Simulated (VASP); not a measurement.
# Cd (Pm-3m) in VASP: notebook

The runs below take Cd through single point, with PBE.

Everything below comes from runs of VASP 6.6.1. Logs are shortened: lines on timing, memory, paths and dates and some standing lists are left out, and cuts for length are marked.

### 1 The cell of the first run

Symmetry: Pm-3m, No. 221, cubic system. The conventional cell has a = 2.994 Å, b = 2.994 Å, c = 2.994 Å, α = 90.00°, β = 90.00°, γ = 90.00°. Cd (site symmetry m-3m) has 6 Cd at 2.99 Å within 3.9 Å.

### 2 Single point, PBE

Input file INCAR:

```
SYSTEM = Cd
ALGO     = Normal         ! electronic algorithm
EDIFF    = 1E-7           ! SCF threshold, eV
ENCUT    = 520            ! plane-wave cutoff, eV
GGA      = PE             ! functional
ISIF     = 2              ! what is computed and relaxed
ISMEAR   = -1             ! smearing method
LASPH    = .True.         ! aspherical terms in the spheres
LCHARG   = .True.         ! write CHGCAR
LELF     = .True.         ! ELF
LREAL    = .False.        ! projectors in reciprocal space
LVHAR    = .True.       
LWAVE    = .False.        ! write WAVECAR
NBANDS   = 12             ! bands
NELM     = 80             ! most SCF steps
PREC     = Accurate       ! precision mode
SIGMA    = 0.1            ! smearing width, eV
```

Input file KPOINTS:

```
k-points
0
Gamma
  11 11 11
  0 0 0
```

Input file POSCAR:

```
Cd
1.0
    2.9943899721      0.0000000000      0.0000000000
    0.0000000000      2.9943899721      0.0000000000
    0.0000000000      0.0000000000      2.9943899721
Cd
1
Direct
    0.0000000000      0.0000000000      0.0000000000
```

Potentials or basis: VASP PAW PBE potentials, release 64 (Cd).

Run with:

```console
> cat potpaw_PBE.64/Cd/POTCAR > POTCAR
> mpirun -np 1 vasp_std > vasp.out
```

OUTCAR:

```text
SYSTEM = Cd
   EDIFF = 1E-7
   ENCUT = 520
   GGA = PE
   ISIF = 2
   ISMEAR = -1
   LASPH = .True.
   LREAL = .False.
   NELM = 80
   PREC = Accurate

 ion  position               nearest neighbor table
   1  0.000  0.000  0.000-

  LATTYP: Found a simple cubic cell.
 ALAT       =     2.9943899721

  Lattice vectors:

 A1 = (   2.9943899721,   0.0000000000,   0.0000000000)
 A2 = (   0.0000000000,   2.9943899721,   0.0000000000)
 A3 = (   0.0000000000,   0.0000000000,   2.9943899721)

Analysis of symmetry for initial positions (statically):
=====================================================================
 Subroutine PRICEL returns:
 Original cell was already a primitive cell.

 Routine SETGRP: Setting up the symmetry group for a
 simple cubic supercell.

 Subroutine GETGRP returns: Found 48 space group operations
 (whereof 48 operations were pure point group operations)
 out of a pool of 48 trial point group operations.

The static configuration has the point symmetry O_h .

Analysis of symmetry for dynamics (positions and initial velocities):
=====================================================================
 Subroutine PRICEL returns:
 Original cell was already a primitive cell.

 Routine SETGRP: Setting up the symmetry group for a
 simple cubic supercell.

 Subroutine GETGRP returns: Found 48 space group operations
 (whereof 48 operations were pure point group operations)
 out of a pool of 48 trial point group operations.

The dynamic configuration has the point symmetry O_h .

 Subroutine INISYM returns: Found 48 space group operations
 (whereof 48 operations are pure point group operations),
 and found     1 'primitive' translations

----------------------------------------------------------------------------------------

                                     Primitive cell

  volume of cell :      26.8488

  direct lattice vectors                    reciprocal lattice vectors
     2.994389972  0.000000000  0.000000000     0.333957838  0.000000000  0.000000000
     0.000000000  2.994389972  0.000000000     0.000000000  0.333957838  0.000000000
     0.000000000  0.000000000  2.994389972     0.000000000  0.000000000  0.333957838

  length of vectors
     2.994389972  2.994389972  2.994389972     0.333957838  0.333957838  0.333957838

  position of ions in fractional coordinates (direct lattice)
     0.000000000  0.000000000  0.000000000

  ion indices of the primitive-cell ions
   primitive index   ion index
                 1           1

----------------------------------------------------------------------------------------

 KPOINTS: k-points

Automatic generation of k-mesh.
 Grid dimensions read from file:
 generate k-points for:   11   11   11

 Generating k-lattice:

  Cartesian coordinates                     Fractional coordinates (reciprocal lattice)
     0.030359803  0.000000000  0.000000000     0.090909091  0.000000000  0.000000000
     0.000000000  0.030359803  0.000000000     0.000000000  0.090909091  0.000000000
     0.000000000  0.000000000  0.030359803     0.000000000  0.000000000  0.090909091

  Length of vectors
     0.030359803  0.030359803  0.030359803

  Shift w.r.t. Gamma in fractional coordinates (k-lattice)
     0.000000000  0.000000000  0.000000000

 Subroutine IBZKPT returns following result:
 ===========================================

 Found     56 irreducible k-points:

 Following reciprocal coordinates:
            Coordinates               Weight
  0.000000  0.000000  0.000000      1.000000
  0.090909  0.000000  0.000000      6.000000
  0.181818  0.000000  0.000000      6.000000
  0.272727  0.000000  0.000000      6.000000
  0.363636  0.000000  0.000000      6.000000
  0.454545  0.000000  0.000000      6.000000
[... 16 lines left out ...]
  0.181818  0.090909  0.090909     24.000000
  0.272727  0.090909  0.090909     24.000000
 [... further k-points ...]
   k-points           NKPTS =     56   k-points in BZ     NKDIM =     56   number of bands    NBANDS=     12
   number of dos      NEDOS =    301   number of ions     NIONS =      1
   total plane-waves  NPLWV =  13824
   dimension x,y,z NGX =    24 NGY =   24 NGZ =   24
   dimension x,y,z NGXF=    48 NGYF=   48 NGZF=   48
   ions per type =               1
   NGX,Y,Z   is equivalent  to a cutoff of  13.32, 13.32, 13.32 a.u.
   NGXF,Y,Z  is equivalent  to a cutoff of  26.65, 26.65, 26.65 a.u.
 SYSTEM =  Cd
   PREC   = accura    normal or accurate (medium, high low for compatibility)
   ISTART =      0    job   : 0-new  1-cont  2-samecut
   ICHARG =      2    charge: 1-file 2-atom 10-const
   ISPIN  =      1    spin polarized calculation?
   LNONCOLLINEAR =      F non collinear calculations
   LSORBIT =      F    spin-orbit coupling
   LASPH  =      T    aspherical Exc in radial PAW
   ENCUT  =  520.0 eV  38.22 Ry    6.18 a.u.   5.57  5.57  5.57*2*pi/ulx,y,z
   NELM   =     80;   NELMIN=  2; NELMDL= -5     # of ELM steps
   EDIFF  = 0.1E-06   stopping-criterion for ELM
   LREAL  =      F    real-space projection
   EDIFFG = 0.1E-05   stopping-criterion for IOM
   NSW    =      0    number of steps for IOM
   IBRION =     -1    ionic relax: 0-MD 1-quasi-New 2-CG
   NFREE  =      0    steps in history (QN), initial steepest desc. (CG)
   ISIF   =      2    stress and relaxation
   ISYM   =      2    0-nonsym 1-usesym 2-fastsym
   POTIM  = 0.5000    time-step for ionic-motion
   TEBEG  =    0.0;   TEEND  =   0.0 temperature during run
   PSTRESS=    0.0 pullay stress
   NELECT =      12.0000    total number of electrons
   NUPDOWN=      -1.0000    fix difference up-down
   EMIN   =  10.00;   EMAX   =-10.00  energy-range for DOS
   EFERMI =   0.00;   METHOD = LEGACY
   ISMEAR =    -1;   SIGMA  =   0.10  broadening in eV -4-tet -1-fermi 0-gaus
   EFERMI_NEDOS =   21; number of points for ismear=-14 and -15
   IALGO  =     38    algorithm
   IMIX   =      4    mixing-type and parameters
     AMIX     =   0.40;   BMIX     =  1.00
     AMIX_MAG =   1.60;   BMIX_MAG =  1.00
  volume/ion in A,a.u.               =      26.85       181.18
  Fermi-wavevector in a.u.,A,eV,Ry     =   1.251681  2.365334 21.316310  1.566705
  Thomas-Fermi vector in A             =   2.385617
   LORBIT       =      0    0 simple, 1 ext, 2 COOP (PROOUT), +10 PAW based schemes
   GGA     = PE    functional components
   LHFCALC =     F    Hartree Fock is set to
   AEXX    =    0.0000 exact exchange contribution
   IVDW    =     0    specifies the selected vdW correction
   LEPSILON=     F    determine dielectric tensor
   LRPA    =     F    only Hartree local field effects (RPA)
 non-spin polarized calculation
  energy-cutoff  :      520.00
  volume of cell :       26.85
 maximum number of plane-waves:       739
 NGX is ok and might be reduce to    24
   NGX = 11   NGY = 11   NGZ = 11

 number of electron      12.0000011 magnetization

 Free energy of the ion-electron system (eV)
  ---------------------------------------------------
  ext. energy  EPLUGINS =         0.00000000
  ---------------------------------------------------
  free energy    TOTEN  =        -0.63201052 eV

  energy without entropy =       -0.61633221  energy(sigma->0) =       -0.62417136

 E-fermi :   1.4744     XC(G=0):  -9.8450

 val. band max:        1.4308731217   @ k =   0.4545   0.2727   0.0000
 cond. band min:       1.5566702800   @ k =   0.4545   0.4545   0.0000
 fundamental gap:      0.1257971583
 Fermi energy:         1.4743701141

 k-point     1 :       0.0000    0.0000    0.0000
  band No.  band energies     occupation
      1      -8.0194      2.00000
      2      -8.0194      2.00000
      3      -6.7140      2.00000
      4      -6.7140      2.00000
      5      -6.7140      2.00000
      6      -5.9788      2.00000
      7      11.1827      0.00000
      8      11.1827      0.00000
      9      11.1827      0.00000
     10      14.6419      0.00000
     11      14.6419      0.00000
     12      15.4157      0.00000

 k-point     2 :       0.0909    0.0000    0.0000
  band No.  band energies     occupation
      1      -8.0108      2.00000
      2      -7.9576      2.00000
      3      -6.7459      2.00000
      4      -6.7459      2.00000
      5      -6.7113      2.00000
      6      -5.8268      2.00000
      7       9.5018      0.00000
      8      11.3714      0.00000
      9      11.3714      0.00000
     10      14.7010      0.00000
     11      15.1403      0.00000
     12      16.8697      0.00000

 k-point     3 :       0.1818    0.0000    0.0000
  band No.  band energies     occupation
      1      -7.9877      2.00000
      2      -7.8035      2.00000
      3      -6.8303      2.00000
      4      -6.8303      2.00000
      5      -6.7041      2.00000
      6      -5.3526      2.00000
      7       6.9314      0.00000
      8      11.9195      0.00000
      9      11.9195      0.00000
     10      14.8786      0.00000
     11      15.3709      0.00000
     12      20.0031      0.00000
[... 286 lines left out ...]
 k-point    23 :       0.1818    0.0909    0.0909
  band No.  band energies     occupation
      1      -7.8878      2.00000
      2      -7.7427      2.00000
      3      -6.8872      2.00000
      4      -6.8614      2.00000
      5      -6.7688      2.00000
      6      -5.0420      2.00000
      7       7.2345      0.00000
      8      10.2313      0.00000
      9      10.4227      0.00000
     10      16.8611      0.00000
     11      17.3611      0.00000
     12      19.9392      0.00000

 k-point    24 :       0.2727    0.0909    0.0909
  band No.  band energies     occupation
      1      -7.8577      2.00000
      2      -7.5445      2.00000
      3      -7.0052      2.00000
      4      -6.9742      2.00000
      5      -6.7577      2.00000
      6      -4.2242      2.00000
      7       4.7342      0.00000
      8      11.0032      0.00000
      9      11.1823      0.00000
     10      16.9286      0.00000
     11      17.4119      0.00000
     12      19.5153      0.00000

 [... further k-points ...]
[... 5 lines left out ...]
  --------------------------------------------------------------------------------------
  -------------------------------------------------------------------------------------
  Total        0.0296438      0.0296438      0.0296438      0.0000000      0.0000000      0.0000000
  in kB        1.7689639      1.7689639      1.7689639      0.0000000      0.0000000      0.0000000
  external PRESSURE =       1.7689639 kB  Pullay stress =       0.0000000 kB

 VOLUME and BASIS-vectors are now :
 -----------------------------------------------------------------------------
  energy-cutoff  :      520.00
  volume of cell :       26.85
      direct lattice vectors                 reciprocal lattice vectors
     2.994389972  0.000000000  0.000000000     0.333957838  0.000000000  0.000000000
     0.000000000  2.994389972  0.000000000     0.000000000  0.333957838  0.000000000
     0.000000000  0.000000000  2.994389972     0.000000000  0.000000000  0.333957838

 POSITION                                       TOTAL-FORCE (eV/Angst)
 -----------------------------------------------------------------------------------
      0.00000      0.00000      0.00000         0.000000      0.000000      0.000000
 -----------------------------------------------------------------------------------
    total drift:                                0.000000      0.000000      0.000000

  FREE ENERGIE OF THE ION-ELECTRON SYSTEM (eV)
  ---------------------------------------------------
  free  energy   TOTEN  =        -0.6320105181 eV

  energy  without entropy=       -0.6163322083  energy(sigma->0) =       -0.62417136
```

It took 7 s on 1 thread of AMD EPYC 9R45 (Zen 5), shared host; peak memory 0.11 GiB.

What came out:

- Free energy: -0.6320 eV
- Pressure: 0.2 GPa
- Band gap on the k mesh: zero (band 6 reaches 4.87 eV, above the bottom of band 7 at 0.08 eV)

### 3 Single point, PBE (volume scaled by 0.88)

Input file INCAR:

```
SYSTEM = Cd
PREC = Accurate ; ENCUT = 520
EDIFF = 1E-6 ; ISMEAR = -1
SIGMA = 0.1 ; LREAL = .False.
LASPH = .True. ; NELM = 80
ALGO = Normal ; ISIF = 2
LWAVE = .False. ; LCHARG = .False.
GGA = PE ; NBANDS = 12
```

Input file KPOINTS:

```
Automatic mesh
0
Gamma
  17 17 17
  0 0 0
```

Input file POSCAR:

```
Cd
1.0
    2.8694759144      0.0000000000      0.0000000000
    0.0000000000      2.8694759144      0.0000000000
    0.0000000000      0.0000000000      2.8694759144
Cd
1
Direct
    0.0000000000      0.0000000000      0.0000000000
```

Potentials or basis: VASP PAW PBE potentials, release 64 (Cd).

Run with:

```console
> cat potpaw_PBE.64/Cd/POTCAR > POTCAR
> mpirun -np 1 vasp_std > vasp.out
```

It took 15 s on 1 thread of AMD EPYC 9R45 (Zen 5), shared host; peak memory 0.14 GiB.

Results (log left out):

```
Free energy            : -0.5709 eV
Pressure               : 6.1 GPa
Band gap on the k mesh : zero (band 6 reaches 6.59 eV, above the bottom of band 7 at 0.31 eV)
```

Levels at points of the mesh, in eV from the Fermi level:
```
           k point  band 4  band 5  band 6  band 7  band 8  band 9
(0.00, 0.00, 0.00)   -8.19   -8.19   -8.19   10.56   10.56   10.56
```
